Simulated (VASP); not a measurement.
# K2H3Au: single point with r2SCAN+rVV10

Crystal: K2H3Au.

```
CELL_PARAMETERS angstrom
3.52149 0.00000 0.00000
-1.76074 3.04970 0.00000
0.00000 0.00000 9.33806
ATOMIC_POSITIONS crystal
K 0.66667 0.33333 0.21735
K 0.33333 0.66667 0.78265
H 0.66667 0.33333 0.93190
H 0.33333 0.66667 0.06810
H 0.00000 0.00000 0.00000
Au 0.00000 0.00000 0.50000
```

```yaml
Program: VASP 6.6.1
Task: single point
Functional: r2SCAN
Dispersion: rVV10
Potentials_or_basis: VASP PAW PBE potentials, release 64 (K_sv, H, Au)
Cutoff: 520 eV
k_mesh: 12 × 12 × 4
Occupations: fermi-dirac, width 0.03 eV
Spin: no spin polarisation
```

The pressure is 0.1 GPa. The largest force is 0.006 eV/Å. The band gap on the k mesh is zero (bands 16 and 17 overlap by 0.49 eV).

Forces on the atoms (eV/Å):
```
K    0.000  0.000  0.003
K    0.000  0.000 -0.003
H    0.000  0.000  0.006
H    0.000  0.000 -0.006
H    0.000  0.000  0.000
Au   0.000  0.000  0.000
```

Levels at points of the mesh, in eV from the Fermi level:
```csv
k point,band 14,band 15,band 16,band 17,band 18,band 19
"(0.00, 0.00, 0.00)",-2.73,-2.73,-0.81,2.15,3.37,4.51
"(0.50, 0.00, 0.00)",-2.12,-2.01,0.08,0.70,1.37,3.65
"(0.00, 0.00, 0.50)",-2.73,-2.73,-0.20,1.17,3.87,5.34
"(0.50, 0.00, 0.50)",-2.12,-1.95,0.19,0.49,1.45,3.80
```

Run time: 7.8 min on 1 thread of Intel(R) Xeon(R) 6975P-C (Granite Rapids) (shared host), peak memory 0.55 GiB.

Caveat: the PAW data sets were made with another functional, which shifts forces and pressure a little; spin-orbit coupling is left out, which moves the levels of the heavy elements.
